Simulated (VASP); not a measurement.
Runs of VASP 6.6.1 on Si. The structure is that of space group P6/mmm (No. 191), or close to it. The cells are those of the table. This isn't the form of Si at room conditions, which is diamond.

```tsv
cell	gap on the mesh (eV)	pressure (GPa)
a = 2.555, b = 2.555, c = 2.466 Å, angles 90.0, 90.0, 120.0°, 1 atom	none	(a)
a = 2.621, b = 2.621, c = 2.528 Å, angles 90.0, 90.0, 120.0°, 1 atom	none	-3.5
a = 2.686, b = 2.686, c = 2.590 Å, angles 90.0, 90.0, 120.0°, 1 atom	none	-9.6
a = 2.490, b = 2.490, c = 2.405 Å, angles 90.0, 90.0, 120.0°, 1 atom	none	18.3
```

Alike in all rows: task single point; level LDA; potentials or basis VASP PAW LDA potentials, release 64 (Si); no spin polarisation; k mesh 24 × 24 × 20; cutoff (eV) 520; smearing gaussian 0.15 eV.

Fill in the values left out.

(a) 5.5.

Caveats: the cell stands under pressure (at least some runs); the cell stands under tension (at least some runs).

A gap of «none» marks levels without a gap at the run's occupations.
